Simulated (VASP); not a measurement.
# HfO2 (fluorite type) (Fm-3m) in VASP: further runs

HfO2 (fluorite type) is run at these levels: PBEsol; tasks: single point.

Program: VASP 6.6.1. These are calculated values, not measurements. Logs are shortened: lines on timing, memory, paths and dates and some standing lists are left out, and cuts for length are marked.

### Step 1. The cell of the first run

The structure is cubic, space group Fm-3m (No. 225). Conventional cell: a = 4.301 Å, b = 4.301 Å, c = 4.301 Å, α = 90.00°, β = 90.00°, γ = 90.00°. Within 2.5 Å of Hf (site symmetry m-3m) lie 8 O at 1.86 Å. Within 2.5 Å of O (site symmetry -43m) lie 4 Hf at 1.86 Å and 6 O at 2.15 Å.

### Step 2. Single point, PBEsol (6.63 Å³/atom)

The input, POSCAR:

```
HfO2
1.0
    0.0000000000      2.1503154492      2.1503154492
    2.1503154492      0.0000000000      2.1503154492
    2.1503154492      2.1503154492      0.0000000000
Hf O
1 2
Direct
    0.0000000000      0.0000000000      0.0000000000
    0.2500000000      0.2500000000      0.2500000000
    0.7500000000      0.7500000000      0.7500000000
```

The input, INCAR.step1:

```
PREC     = Accurate       # precision mode
ENCUT    = 520            # plane-wave cutoff, eV
EDIFF    = 1E-6           # SCF threshold, eV
ISMEAR   = -1             # smearing method
SIGMA    = 0.1            # smearing width, eV
LREAL    = False          # projectors in reciprocal space
LASPH    = True           # aspherical terms in the spheres
NELM     = 80             # most SCF steps
ALGO     = Normal         # electronic algorithm
ISIF     = 2              # what is computed and relaxed
LWAVE    = False          # write WAVECAR
LCHARG   = True           # write CHGCAR
LMAXMIX  = 4              # l up to which the mixer works
GGA      = PS             # functional
NBANDS   = 18             # bands
```

The input, KPOINTS.step1:

```
regular mesh
0
Gamma
  11 11 11
```

The input, INCAR.step2:

```
PREC     = Accurate       # precision mode
ENCUT    = 520            # plane-wave cutoff, eV
EDIFF    = 1E-6           # SCF threshold, eV
ISMEAR   = -5             # smearing method
SIGMA    = 0.1            # smearing width, eV
LREAL    = False          # projectors in reciprocal space
LASPH    = True           # aspherical terms in the spheres
NELM     = 80             # most SCF steps
ALGO     = Normal         # electronic algorithm
ISIF     = 2              # what is computed and relaxed
LWAVE    = False          # write WAVECAR
LCHARG   = False          # write CHGCAR
LMAXMIX  = 4              # l up to which the mixer works
GGA      = PS             # functional
LORBIT   = 10             # projections on sites
NEDOS    = 2001           # points of the DOS
ICHARG   = 11             # starting density
```

The input, KPOINTS.step2:

```
regular mesh
0
Gamma
  17 17 17
```

Potentials or basis: VASP PAW PBE potentials, release 64 (Hf_pv, O).

The run is started by

```
> cat potpaw_PBE.64/Hf_pv/POTCAR potpaw_PBE.64/O/POTCAR > POTCAR
> cp INCAR.step1 INCAR
> cp KPOINTS.step1 KPOINTS
> mpirun -np 1 vasp_std > vasp.out
> cp INCAR.step2 INCAR
> cp KPOINTS.step2 KPOINTS
> mpirun -np 1 vasp_std > vasp.out
```

OUTCAR:

```text
PREC = Accurate
   ENCUT = 520
   EDIFF = 1E-6
   ISMEAR = -5
   LREAL = False
   LASPH = True
   NELM = 80
   ISIF = 2
   GGA = PS
   LORBIT = 10
   ICHARG = 11

 ion  position               nearest neighbor table
   1  0.000  0.000  0.000-   3 1.86   3 1.86   3 1.86   2 1.86   3 1.86   2 1.86   2 1.86   2 1.86

   2  0.250  0.250  0.250-   1 1.86   1 1.86   1 1.86   1 1.86
   3  0.750  0.750  0.750-   1 1.86   1 1.86   1 1.86   1 1.86

  LATTYP: Found a face centered cubic cell.
 ALAT       =     4.3006308984

  Lattice vectors:

 A1 = (   0.0000000000,   2.1503154492,   2.1503154492)
 A2 = (   2.1503154492,   0.0000000000,   2.1503154492)
 A3 = (   2.1503154492,   2.1503154492,   0.0000000000)

Analysis of symmetry for initial positions (statically):
=====================================================================
 Subroutine PRICEL returns:
 Original cell was already a primitive cell.

 Routine SETGRP: Setting up the symmetry group for a
 face centered cubic supercell.

 Subroutine GETGRP returns: Found 48 space group operations
 (whereof 48 operations were pure point group operations)
 out of a pool of 48 trial point group operations.

The static configuration has the point symmetry O_h .

Analysis of symmetry for dynamics (positions and initial velocities):
=====================================================================
 Subroutine PRICEL returns:
 Original cell was already a primitive cell.

 Routine SETGRP: Setting up the symmetry group for a
 face centered cubic supercell.

 Subroutine GETGRP returns: Found 48 space group operations
 (whereof 48 operations were pure point group operations)
 out of a pool of 48 trial point group operations.

The dynamic configuration has the point symmetry O_h .

 Subroutine INISYM returns: Found 48 space group operations
 (whereof 48 operations are pure point group operations),
 and found     1 'primitive' translations

----------------------------------------------------------------------------------------

                                     Primitive cell

  volume of cell :      19.8855

  direct lattice vectors                    reciprocal lattice vectors
     0.000000000  2.150315449  2.150315449    -0.232524023  0.232524023  0.232524023
     2.150315449  0.000000000  2.150315449     0.232524023 -0.232524023  0.232524023
     2.150315449  2.150315449  0.000000000     0.232524023  0.232524023 -0.232524023

  length of vectors
     3.041005272  3.041005272  3.041005272     0.402743423  0.402743423  0.402743423

  position of ions in fractional coordinates (direct lattice)
     0.000000000  0.000000000  0.000000000
     0.250000000  0.250000000  0.250000000
     0.750000000  0.750000000  0.750000000

  ion indices of the primitive-cell ions
   primitive index   ion index
                 1           1
                 2           2
                 3           3

----------------------------------------------------------------------------------------

 KPOINTS: regular mesh

Automatic generation of k-mesh.
 Grid dimensions read from file:
 generate k-points for:   17   17   17

 Generating k-lattice:

  Cartesian coordinates                     Fractional coordinates (reciprocal lattice)
    -0.013677884  0.013677884  0.013677884     0.058823529  0.000000000  0.000000000
     0.013677884 -0.013677884  0.013677884     0.000000000  0.058823529  0.000000000
     0.013677884  0.013677884 -0.013677884     0.000000000  0.000000000  0.058823529

  Length of vectors
     0.023690790  0.023690790  0.023690790

  Shift w.r.t. Gamma in fractional coordinates (k-lattice)
     0.000000000  0.000000000  0.000000000

 TETIRR: Found    693 inequivalent tetrahedra from    29478

 Subroutine IBZKPT returns following result:
 ===========================================

 Found    165 irreducible k-points:

 Following reciprocal coordinates:
            Coordinates               Weight
  0.000000  0.000000  0.000000      1.000000
  0.058824  0.000000  0.000000      8.000000
  0.117647  0.000000  0.000000      8.000000
  0.176471  0.000000  0.000000      8.000000
  0.235294  0.000000  0.000000      8.000000
  0.294118  0.000000  0.000000      8.000000
[... 16 lines left out ...]
 -0.176471  0.058824  0.000000     24.000000
 -0.117647  0.058824  0.000000     24.000000
 [... further k-points ...]
   k-points           NKPTS =    165   k-points in BZ     NKDIM =    165   number of bands    NBANDS=     15
   number of dos      NEDOS =   2001   number of ions     NIONS =      3
   total plane-waves  NPLWV =  13824
   dimension x,y,z NGX =    24 NGY =   24 NGZ =   24
   dimension x,y,z NGXF=    48 NGYF=   48 NGZF=   48
   ions per type =               1   2
   NGX,Y,Z   is equivalent  to a cutoff of  13.12, 13.12, 13.12 a.u.
   NGXF,Y,Z  is equivalent  to a cutoff of  26.24, 26.24, 26.24 a.u.
 SYSTEM =  unknown system
   PREC   = accura    normal or accurate (medium, high low for compatibility)
   ISTART =      0    job   : 0-new  1-cont  2-samecut
   ICHARG =     11    charge: 1-file 2-atom 10-const
   ISPIN  =      1    spin polarized calculation?
   LNONCOLLINEAR =      F non collinear calculations
   LSORBIT =      F    spin-orbit coupling
   LASPH  =      T    aspherical Exc in radial PAW
   ENCUT  =  520.0 eV  38.22 Ry    6.18 a.u.   5.65  5.65  5.65*2*pi/ulx,y,z
   NELM   =     80;   NELMIN=  2; NELMDL=  0     # of ELM steps
   EDIFF  = 0.1E-05   stopping-criterion for ELM
   LREAL  =      F    real-space projection
   EDIFFG = 0.1E-04   stopping-criterion for IOM
   NSW    =      0    number of steps for IOM
   IBRION =     -1    ionic relax: 0-MD 1-quasi-New 2-CG
   NFREE  =      0    steps in history (QN), initial steepest desc. (CG)
   ISIF   =      2    stress and relaxation
   ISYM   =      2    0-nonsym 1-usesym 2-fastsym
   POTIM  = 0.5000    time-step for ionic-motion
   TEBEG  =    0.0;   TEEND  =   0.0 temperature during run
   PSTRESS=    0.0 pullay stress
   NELECT =      22.0000    total number of electrons
   NUPDOWN=      -1.0000    fix difference up-down
   EMIN   =  10.00;   EMAX   =-10.00  energy-range for DOS
   EFERMI =   0.00;   METHOD = LEGACY
   ISMEAR =    -5;   SIGMA  =   0.10  broadening in eV -4-tet -1-fermi 0-gaus
   EFERMI_NEDOS =   21; number of points for ismear=-14 and -15
   IALGO  =     38    algorithm
   IMIX   =      4    mixing-type and parameters
     AMIX     =   0.40;   BMIX     =  1.00
     AMIX_MAG =   1.60;   BMIX_MAG =  1.00
  volume/ion in A,a.u.               =       6.63        44.73
  Fermi-wavevector in a.u.,A,eV,Ry     =   1.693182  3.199649 39.006054  2.866864
  Thomas-Fermi vector in A             =   2.774634
   LORBIT       =     10    0 simple, 1 ext, 2 COOP (PROOUT), +10 PAW based schemes
   GGA     = PS    functional components
   LHFCALC =     F    Hartree Fock is set to
   AEXX    =    0.0000 exact exchange contribution
   IVDW    =     0    specifies the selected vdW correction
   LEPSILON=     F    determine dielectric tensor
   LRPA    =     F    only Hartree local field effects (RPA)
 non-spin polarized calculation
 Fermi weights with tetrahedron method with Bloechl corrections
  energy-cutoff  :      520.00
  volume of cell :       19.89
 maximum number of plane-waves:       548

 number of electron      21.9999997 magnetization

 Free energy of the ion-electron system (eV)
  ---------------------------------------------------
  ext. energy  EPLUGINS =         0.00000000
  ---------------------------------------------------
  free energy    TOTEN  =       -23.37290972 eV

  energy without entropy =      -23.37290972  energy(sigma->0) =      -23.37290972

 E-fermi :   9.3388     XC(G=0): -14.9606

 val. band max:        9.3257209485   @ k =  -0.4706   0.4706   0.0000
 cond. band min:      13.7698474818   @ k =   0.0000   0.0000   0.0000
 fundamental gap:      4.4441265333
 Fermi energy:         9.3388072450

 k-point     1 :       0.0000    0.0000    0.0000
  band No.  band energies     occupation
      1     -18.5887      2.00000
      2     -18.5887      2.00000
      3     -18.5887      2.00000
      4     -12.8656      2.00000
      5      -6.8758      2.00000
      6      -0.0735      2.00000
      7      -0.0735      2.00000
      8      -0.0735      2.00000
      9       8.4076      2.00000
     10       8.4076      2.00000
     11       8.4076      2.00000
     12      13.7698      0.00000
     13      13.7698      0.00000
     14      18.8613      0.00000
     15      25.5926      0.00000

 k-point     2 :       0.0588    0.0000    0.0000
  band No.  band energies     occupation
      1     -18.7652      2.00000
      2     -18.6018      2.00000
      3     -18.6018      2.00000
      4     -12.6483      2.00000
      5      -7.0378      2.00000
      6      -0.0059      2.00000
      7      -0.0059      2.00000
      8       0.2161      2.00000
      9       8.2480      2.00000
     10       8.2480      2.00000
     11       8.3002      2.00000
     12      13.9867      0.00000
     13      13.9867      0.00000
     14      18.9945      0.00000
     15      25.5882      0.00000
[... 365 lines left out ...]
      3     -18.6904      2.00000
      4     -11.0951      2.00000
      5      -7.9333      2.00000
      6       0.6310      2.00000
      7       0.6692      2.00000
      8       2.5037      2.00000
      9       6.7703      2.00000
     10       6.9494      2.00000
     11       8.2612      2.00000
     12      15.0443      0.00000
     13      15.7394      0.00000
     14      19.3742      0.00000
     15      24.5669      0.00000

 k-point    24 :      -0.1176    0.0588    0.0000
  band No.  band energies     occupation
      1     -19.4665      2.00000
      2     -18.7377      2.00000
      3     -18.6385      2.00000
      4     -11.7241      2.00000
      5      -7.6493      2.00000
      6       0.3157      2.00000
      7       0.3739      2.00000
      8       1.4751      2.00000
      9       7.2513      2.00000
     10       7.4218      2.00000
     11       8.4681      2.00000
     12      14.5302      0.00000
     13      15.1200      0.00000
     14      19.4113      0.00000
     15      25.0510      0.00000

 [... further k-points ...]

------------------------ aborting loop because EDIFF is reached ----------------------------------------

  FORCE on cell =-STRESS in cart. coord.  units (eV):
  Direction    XX          YY          ZZ          XY          YZ          ZX
  --------------------------------------------------------------------------------------
  -------------------------------------------------------------------------------------
  Total       41.7207641     41.7207641     41.7207641      0.0000000      0.0000000     -0.0000000
  in kB     3361.4473590   3361.4473590   3361.4473590      0.0000000      0.0000000     -0.0000000
  external PRESSURE =    3361.4473590 kB  Pullay stress =       0.0000000 kB

 VOLUME and BASIS-vectors are now :
 -----------------------------------------------------------------------------
  energy-cutoff  :      520.00
  volume of cell :       19.89
      direct lattice vectors                 reciprocal lattice vectors
     0.000000000  2.150315449  2.150315449    -0.232524023  0.232524023  0.232524023
     2.150315449  0.000000000  2.150315449     0.232524023 -0.232524023  0.232524023
     2.150315449  2.150315449  0.000000000     0.232524023  0.232524023 -0.232524023

 POSITION                                       TOTAL-FORCE (eV/Angst)
 -----------------------------------------------------------------------------------
      0.00000      0.00000      0.00000        -0.000000      0.000000      0.000000
      1.07516      1.07516      1.07516         0.000000     -0.000000     -0.000000
      3.22547      3.22547      3.22547         0.000000      0.000000      0.000000
 -----------------------------------------------------------------------------------
    total drift:                                0.000000      0.000000      0.000000

  FREE ENERGIE OF THE ION-ELECTRON SYSTEM (eV)
  ---------------------------------------------------
  free  energy   TOTEN  =       -23.3729097180 eV

  energy  without entropy=      -23.3729097180  energy(sigma->0) =      -23.37290972

 total charge

# of ion       s       p       d       tot
------------------------------------------
    1        0.520   7.628   2.760  10.907
    2        1.619   3.889   0.000   5.509
    3        1.619   3.889   0.000   5.509
--------------------------------------------------
tot          3.758  15.407   2.760  21.924
```

It took 27 s on 1 thread of Intel Xeon Platinum 8488C (Sapphire Rapids), shared host; peak memory 0.17 GiB.

What came out:

```
Valence electrons inside the program's atomic spheres : Hf 10.91; O 5.51
```

Levels at points of the mesh, in eV from the valence-band top:
| k point | band 9 | band 10 | band 11 | band 12 | band 13 | band 14 |
| --- | --- | --- | --- | --- | --- | --- |
| (0.00, 0.00, 0.00) | -0.92 | -0.92 | -0.92 | 4.44 | 4.44 | 9.54 |

Caveat: the PAW data sets were made with another functional, which shifts forces and pressure a little; spin-orbit coupling is left out, which moves the levels of the heavy elements.

### Step 3. Single point, PBEsol (8.55 Å³/atom)

This run uses another cell than the first one, of 8.55 Å³/atom.

The input, POSCAR:

```
HfO2
1.0
    0.0000000000      2.3410010456      2.3410010456
    2.3410010456      0.0000000000      2.3410010456
    2.3410010456      2.3410010456      0.0000000000
Hf O
1 2
Direct
    0.0000000000      0.0000000000      0.0000000000
    0.2500000000      0.2500000000      0.2500000000
    0.7500000000      0.7500000000      0.7500000000
```

The input, INCAR.step1:

```
  ALGO = Normal
  EDIFF = 1E-6
  ENCUT = 520
  GGA = PS
  ISIF = 2
  ISMEAR = -1
  LASPH = True
  LCHARG = True
  LMAXMIX = 4
  LREAL = False
  LWAVE = False
  NBANDS = 18
  NELM = 60
  PREC = Accurate
  SIGMA = 0.1
```

The input, KPOINTS.step1:

```
k-points
0
Gamma
  11 11 11
```

The input, INCAR.step2:

```
  ALGO = Normal
  EDIFF = 1E-6
  ENCUT = 520
  GGA = PS
  ICHARG = 11
  ISIF = 2
  ISMEAR = -5
  LASPH = True
  LCHARG = False
  LMAXMIX = 4
  LORBIT = 10
  LREAL = False
  LWAVE = False
  NBANDS = 18
  NEDOS = 1001
  NELM = 60
  PREC = Accurate
  SIGMA = 0.1
```

The input, KPOINTS.step2:

```
k-points
0
Gamma
  17 17 17
```

Potentials or basis: VASP PAW PBE potentials, release 64 (Hf_pv, O).

The run is started by

```
> cat potpaw_PBE.64/Hf_pv/POTCAR potpaw_PBE.64/O/POTCAR > POTCAR
> cp INCAR.step1 INCAR
> cp KPOINTS.step1 KPOINTS
> mpirun -np 1 vasp_std > vasp.out
> cp INCAR.step2 INCAR
> cp KPOINTS.step2 KPOINTS
> mpirun -np 1 vasp_std > vasp.out
```

Run time: 59 s. Hardware: 1 thread of Intel Xeon Platinum 8488C (Sapphire Rapids), shared host; peak memory 0.2 GiB.

The run converged. Its results:

| Quantity | Value |
| --- | --- |
| Valence electrons inside the program's atomic spheres | Hf 9.22; O 5.27 |

Levels at points of the mesh, in eV from the valence-band top:
```
           k point  band 9  band 10  band 11  band 12  band 13  band 14
(0.00, 0.00, 0.00)   -0.73    -0.73    -0.73     4.24     4.24     7.57
```

Caveat: the PAW data sets were made with another functional, which shifts forces and pressure a little; spin-orbit coupling is left out, which moves the levels of the heavy elements.
